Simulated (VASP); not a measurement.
# Pd (Pm-3m) in VASP: notebook, part 2 of 2

VASP 6.6.1. The steps go on from the part before.

### Step 3. Single point, PBEsol, collinear spin (15.55 Å³/atom)

This run uses another cell than the first one, of 15.55 Å³/atom.

INCAR

```
ALGO = Normal
EDIFF = 1E-6
ENCUT = 520
GGA = PS
ISIF = 2
ISMEAR = -1
ISPIN = 2
LASPH = True
LCHARG = False
LMAXMIX = 4
LORBIT = 11
LREAL = False
LWAVE = False
MAGMOM = 0.5
NBANDS = 15
NELM = 150
PREC = Accurate
SIGMA = 0.05
```

KPOINTS

```
k-points
0
Gamma
  14 14 14
```

POSCAR

```
Pd
1.0
    2.4958676429      0.0000000000      0.0000000000
    0.0000000000      2.4958676429      0.0000000000
    0.0000000000      0.0000000000      2.4958676429
Pd
1
Direct
    0.0000000000      0.0000000000      0.0000000000
```

Potentials or basis: VASP PAW PBE potentials, release 64 (Pd).

Run with:

```sh
cat potpaw_PBE.64/Pd/POTCAR > POTCAR
mpirun -np 1 vasp_std > vasp.out
```

Wall time 52 s (1 thread of Intel Xeon 8259CL, shared host); peak memory 0.16 GiB.

The run converged. Its results:

- Free energy: -5.3112 eV
- Pressure: 14.6 GPa
- Band gap on the k mesh: zero (filled and empty bands overlap)
- Net moment: 0.00 μB per cell
- Valence electrons inside the program's atomic spheres: Pd 9.58

Levels at points of the mesh, in eV from the Fermi level:
Spin up:
```
           k point  band 2  band 3  band 4  band 5  band 6  band 7  band 8  band 9
(0.00, 0.00, 0.00)   -5.49   -5.49    0.07    0.07    0.07   17.37   17.37   17.37
(0.50, 0.00, 0.00)   -4.66   -1.87   -1.87   -0.07    0.25    5.61   18.55   22.11
(0.50, 0.50, 0.00)   -4.09   -1.50   -1.50    1.45    5.68    5.68   13.17   13.22
(0.50, 0.50, 0.50)   -4.74   -4.74    1.57    1.57   10.82   12.13   12.13   12.13
```
Spin down:
| k point | band 2 | band 3 | band 4 | band 5 | band 6 | band 7 | band 8 | band 9 |
| --- | --- | --- | --- | --- | --- | --- | --- | --- |
| (0.00, 0.00, 0.00) | -5.49 | -5.49 | 0.07 | 0.07 | 0.07 | 17.37 | 17.37 | 17.37 |
| (0.50, 0.00, 0.00) | -4.66 | -1.87 | -1.87 | -0.07 | 0.25 | 5.61 | 18.55 | 22.11 |
| (0.50, 0.50, 0.00) | -4.09 | -1.50 | -1.50 | 1.45 | 5.68 | 5.68 | 13.17 | 13.22 |
| (0.50, 0.50, 0.50) | -4.74 | -4.74 | 1.57 | 1.57 | 10.82 | 12.13 | 12.13 | 12.13 |

Caveat: the cell stands under pressure; the PAW data sets were made with another functional, which shifts forces and pressure a little.

### Step 4. Single point, PBEsol, collinear spin (16.22 Å³/atom)

This run uses another cell than the first one, of 16.22 Å³/atom.

INCAR

```
SYSTEM = Pd
ALGO     = Normal         ! electronic algorithm
EDIFF    = 1E-6           ! SCF threshold, eV
ENCUT    = 520            ! plane-wave cutoff, eV
GGA      = PS             ! functional
ISIF     = 2              ! what is computed and relaxed
ISMEAR   = -1             ! smearing method
ISPIN    = 2              ! spin polarisation
LASPH    = .True.         ! aspherical terms in the spheres
LCHARG   = .False.        ! write CHGCAR
LMAXMIX  = 4              ! l up to which the mixer works
LORBIT   = 11             ! projections on sites
LREAL    = .False.        ! projectors in reciprocal space
LWAVE    = .False.        ! write WAVECAR
MAGMOM   = 0.5            ! initial moments
NBANDS   = 15             ! bands
NELM     = 150            ! most SCF steps
PREC     = Accurate       ! precision mode
SIGMA    = 0.05           ! smearing width, eV
```

KPOINTS

```
k-points
0
Gamma
  14 14 14
  0 0 0
```

POSCAR

```
Pd
1.0
    2.5315277129      0.0000000000      0.0000000000
    0.0000000000      2.5315277129      0.0000000000
    0.0000000000      0.0000000000      2.5315277129
Pd
1
Direct
    0.0000000000      0.0000000000      0.0000000000
```

Run with:

```sh
cat potpaw_PBE.64/Pd/POTCAR > POTCAR
mpirun -np 1 vasp_std > vasp.out
```

It took 58 s on 1 thread of Intel Xeon 8259CL, shared host; peak memory 0.17 GiB.

The run converged. Its results:

| Property | Result |
| --- | --- |
| Free energy | -5.3546 eV |
| Pressure | 6.2 GPa |
| Band gap on the k mesh | zero (filled and empty bands overlap) |
| Net moment | 0.00 μB per cell |
| Valence electrons inside the program's atomic spheres | Pd 9.49 |

Levels at points of the mesh, in eV from the Fermi level:
Spin up:
| k point | band 3 | band 4 | band 5 | band 6 | band 7 | band 8 |
| --- | --- | --- | --- | --- | --- | --- |
| (0.00, 0.00, 0.00) | -5.16 | 0.05 | 0.05 | 0.05 | 17.06 | 17.06 |
| (0.50, 0.00, 0.00) | -1.75 | -1.75 | 0.06 | 0.22 | 5.34 | 18.47 |
| (0.50, 0.50, 0.00) | -1.41 | -1.41 | 1.34 | 5.60 | 5.60 | 12.62 |
| (0.50, 0.50, 0.50) | -4.43 | 1.45 | 1.45 | 10.90 | 11.77 | 11.77 |
Spin down:
```
           k point  band 2  band 3  band 4  band 5  band 6  band 7  band 8  band 9
(0.00, 0.00, 0.00)   -5.16   -5.16    0.05    0.05    0.05   17.06   17.06   17.06
(0.50, 0.00, 0.00)   -4.41   -1.75   -1.75    0.06    0.22    5.34   18.47   21.79
(0.50, 0.50, 0.00)   -3.86   -1.41   -1.41    1.34    5.60    5.60   12.62   12.88
(0.50, 0.50, 0.50)   -4.43   -4.43    1.45    1.45   10.90   11.77   11.77   11.77
```

Caveat: the cell stands under pressure; the PAW data sets were made with another functional, which shifts forces and pressure a little.

### Step 5. Single point, PBEsol, collinear spin (16.90 Å³/atom)

This run uses another cell than the first one, of 16.90 Å³/atom.

INCAR

```
SYSTEM = Pd
PREC     = Accurate       ! precision mode
ENCUT    = 520            ! plane-wave cutoff, eV
EDIFF    = 1E-6           ! SCF threshold, eV
ISMEAR   = -1             ! smearing method
SIGMA    = 0.05           ! smearing width, eV
LREAL    = .False.        ! projectors in reciprocal space
LASPH    = .True.         ! aspherical terms in the spheres
NELM     = 150            ! most SCF steps
ALGO     = Normal         ! electronic algorithm
ISIF     = 2              ! what is computed and relaxed
LWAVE    = .False.        ! write WAVECAR
LCHARG   = .False.        ! write CHGCAR
ISPIN    = 2              ! spin polarisation
MAGMOM   = 0.5            ! initial moments
LORBIT   = 11             ! projections on sites
LMAXMIX  = 4              ! l up to which the mixer works
GGA      = PS             ! functional
NBANDS   = 15             ! bands
```

KPOINTS

```
regular mesh
0
Gamma
  14 14 14
  0 0 0
```

POSCAR

```
Pd
1.0
    2.5662104845      0.0000000000      0.0000000000
    0.0000000000      2.5662104845      0.0000000000
    0.0000000000      0.0000000000      2.5662104845
Pd
1
Direct
    0.0000000000      0.0000000000      0.0000000000
```

Run with:

```sh
cat potpaw_PBE.64/Pd/POTCAR > POTCAR
mpirun -np 1 vasp_std > vasp.out
```

It took 49 s on 1 thread of Intel Xeon 8259CL, shared host; peak memory 0.17 GiB.

Results (log left out):

```
Free energy                                           : -5.3666 eV
Pressure                                              : -0.4 GPa
Band gap on the k mesh                                : zero (filled and empty bands overlap)
Net moment                                            : 0.00 μB per cell
Valence electrons inside the program's atomic spheres : Pd 9.41
```

Levels at points of the mesh, in eV from the Fermi level:
Spin up:
```tsv
k point	band 2	band 3	band 4	band 5	band 6	band 7	band 8	band 9
(0.00, 0.00, 0.00)	-4.85	-4.85	0.04	0.04	0.04	16.76	16.76	16.76
(0.50, 0.00, 0.00)	-4.19	-1.64	-1.64	0.19	0.20	5.09	18.37	21.47
(0.50, 0.50, 0.00)	-3.65	-1.32	-1.32	1.24	5.53	5.53	12.06	12.60
(0.50, 0.50, 0.50)	-4.16	-4.16	1.35	1.35	10.96	11.44	11.44	11.44
```
Spin down:
```
           k point  band 3  band 4  band 5  band 6  band 7  band 8
(0.00, 0.00, 0.00)   -4.85    0.04    0.04    0.04   16.76   16.76
(0.50, 0.00, 0.00)   -1.64   -1.64    0.19    0.20    5.09   18.37
(0.50, 0.50, 0.00)   -1.32   -1.32    1.25    5.53    5.53   12.06
(0.50, 0.50, 0.50)   -4.15    1.35    1.35   10.96   11.44   11.44
```

Caveat: the PAW data sets were made with another functional, which shifts forces and pressure a little.

### Step 6. Single point, PBEsol, collinear spin (17.58 Å³/atom)

This run uses another cell than the first one, of 17.58 Å³/atom.

Changes to INCAR since step 5:

```diff
@@ -3,3 +3,3 @@
 ENCUT    = 520            ! plane-wave cutoff, eV
-EDIFF    = 1E-6           ! SCF threshold, eV
+EDIFF    = 1E-7           ! SCF threshold, eV
 ISMEAR   = -1             ! smearing method
```

KPOINTS is that of step 5.

POSCAR

```
Pd
1.0
    2.5999802845      0.0000000000      0.0000000000
    0.0000000000      2.5999802845      0.0000000000
    0.0000000000      0.0000000000      2.5999802845
Pd
1
Direct
    0.0000000000      0.0000000000      0.0000000000
```

Potentials or basis: VASP PAW PBE potentials, release 64 (Pd).

Run with:

```sh
cat potpaw_PBE.64/Pd/POTCAR > POTCAR
mpirun -np 1 vasp_std > vasp.out
```

It took 52 s on 1 thread of Intel Xeon 8259CL, shared host; peak memory 0.16 GiB.

It converged, with:

- Free energy: -5.3539 eV
- Pressure: -5.6 GPa
- Band gap on the k mesh: zero (filled and empty bands overlap)
- Net moment: 0.00 μB per cell
- Valence electrons inside the program's atomic spheres: Pd 9.35

Levels at points of the mesh, in eV from the Fermi level:
Spin up:
```tsv
k point	band 3	band 4	band 5	band 6	band 7	band 8
(0.00, 0.00, 0.00)	-4.58	0.03	0.03	0.03	16.47	16.47
(0.50, 0.00, 0.00)	-1.54	-1.54	0.18	0.32	4.86	18.27
(0.50, 0.50, 0.00)	-1.25	-1.25	1.16	5.47	5.47	11.56
(0.50, 0.50, 0.50)	-3.90	1.25	1.25	11.01	11.14	11.14
```
Spin down:
```
           k point  band 1  band 2  band 3  band 4  band 5  band 6  band 7  band 8  band 9  band 10
(0.00, 0.00, 0.00)   -6.10   -4.58   -4.58    0.03    0.03    0.03   16.47   16.47   16.47    22.86
(0.50, 0.00, 0.00)   -4.10   -3.98   -1.54   -1.54    0.18    0.32    4.86   18.27   21.17    22.50
(0.50, 0.50, 0.00)   -4.78   -3.45   -1.25   -1.25    1.16    5.47    5.47   11.56   12.35    23.45
(0.50, 0.50, 0.50)   -3.90   -3.90   -3.90    1.25    1.25   11.01   11.14   11.14   11.14    17.75
```

Caveat: the cell stands under tension; the PAW data sets were made with another functional, which shifts forces and pressure a little.

### Step 7. The runs side by side

```csv
cell,gap on the mesh (eV),pressure (GPa),moment (μB)
"a = 2.459 Å, 1 atom",none,25.6,0.00
"a = 2.496 Å, 1 atom",none,14.6,0.00
"a = 2.532 Å, 1 atom",none,6.2,0.00
"a = 2.566 Å, 1 atom",none,-0.4,0.00
"a = 2.600 Å, 1 atom",none,-5.6,0.00
```

Alike in all rows: task single point; level PBEsol; potentials or basis VASP PAW PBE potentials, release 64 (Pd); spin collinear; k mesh 14 × 14 × 14; cutoff (eV) 520; smearing fermi-dirac 0.05 eV.

Caveats: the PAW data sets were made with another functional, which shifts forces and pressure a little; the cell stands under pressure (at least some runs); the cell stands under tension (at least some runs).

Absolute energies hang on the potentials; compare differences alone.
